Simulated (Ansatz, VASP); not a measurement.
Given: the input of a run of VASP 6.6.1 on Ti.

The input POSCAR:

```
Ti
1.0
   -1.6410000000      1.6410000000      1.6410000000
    1.6410000000     -1.6410000000      1.6410000000
    1.6410000000      1.6410000000     -1.6410000000
Ti
1
Direct
    0.0000000000      0.0000000000      0.0000000000
```

INCAR.step1

```
SYSTEM = Ti
PREC     = Accurate       ! precision mode
ENCUT    = 600            ! plane-wave cutoff, eV
EDIFF    = 1E-5           ! SCF threshold, eV
ISMEAR   = -1             ! smearing method
SIGMA    = 0.05           ! smearing width, eV
LREAL    = .False.        ! projectors in reciprocal space
LASPH    = .True.         ! aspherical terms in the spheres
NELM     = 60             ! most SCF steps
ALGO     = Normal         ! electronic algorithm
LWAVE    = .True.         ! write WAVECAR
LCHARG   = .False.        ! write CHGCAR
GGA      = PE             ! functional
NBANDS   = 12             ! bands
```

Contents of INCAR.step2:

```
SYSTEM = Ti
PREC     = Accurate       ! precision mode
ENCUT    = 600            ! plane-wave cutoff, eV
EDIFF    = 1E-6           ! SCF threshold, eV
ISMEAR   = -1             ! smearing method
SIGMA    = 0.05           ! smearing width, eV
LREAL    = .False.        ! projectors in reciprocal space
LASPH    = .True.         ! aspherical terms in the spheres
NELM     = 60             ! most SCF steps
ALGO     = Normal         ! electronic algorithm
ISIF     = 3              ! what is computed and relaxed
LWAVE    = .False.        ! write WAVECAR
LCHARG   = .False.        ! write CHGCAR
GGA      = B3             ! functional
LHFCALC  = .True.         ! exact exchange
AEXX     = 0.2            ! exact-exchange fraction
AGGAX    = 0.72         
AGGAC    = 0.81         
ALDAC    = 0.19         
PRECFOCK = Normal       
IBRION   = 2              ! ionic algorithm
NSW      = 60             ! ionic steps
EDIFFG   = -0.01          ! ionic threshold
ISTART   = 1
```

KPOINTS

```
regular mesh
0
Gamma
  6 6 6
  0 0 0
```

Potentials or basis: VASP PAW PBE potentials, release 64 (Ti_sv).

Command:

```console
$ cat potpaw_PBE.64/Ti_sv/POTCAR > POTCAR
$ cp INCAR.step1 INCAR
$ mpirun -np 1 vasp_std > vasp.out
$ cp INCAR.step2 INCAR
$ mpirun -np 1 vasp_std > vasp.out
```

Q: Translate it to Ansatz 0.2.0. Potentials there: Ansatz PAW.

A: As run (the cutoff follows the program's own potentials):

Contents of input.yaml:

```yaml
crystal:
  lattice:
    - [-1.641, 1.641, 1.641]
    - [1.641, -1.641, 1.641]
    - [1.641, 1.641, -1.641]
  atoms:
    - { symbol: Ti, position: [0.0, 0.0, 0.0] }
hamiltonian:
  xc: b3lyp
  pseudopotentials: { kind: paw }
kpoints:
  mp_grid: { grid: [6, 6, 6] }
scf:
  occupations: { method: fermi_dirac, width: 0.05 }
output:
  forces: true
  stress: true
relax:
  f_tol: 0.01
  max_steps: 40
  cell: { stress_tol: 0.05 }
```

Potentials or basis: Ansatz PAW.

The run is started by

```bash
$ ansatz run input.yaml --threads 2 --pin off --max-ram 5632MiB --backend cpu --events-out ev --progress --plain --runs-dir out
```

Both were run:

|  | VASP | Ansatz | Ansatz less VASP |
| --- | --- | --- | --- |
| gap on the k mesh at the Fermi level, each at its own relaxed structure (eV) | none | none | - |
| relaxed volume (Å³/atom) | 17.33 | 17.37 | +0.036 |
| relaxed cell length with the largest relative difference (Å) | 2.824 | 2.826 | +0.0019 |

VASP's potentials were made for PBE, not for B3LYP. A gap of «none» marks a metal or a gap that the smearing closes.

The k mesh is coarse, so the values compare programs but aren't converged. Noted on Ansatz's run: the plane-wave basis is chosen anew once the cell has moved, so the energies of steps on either side of that aren't comparable.
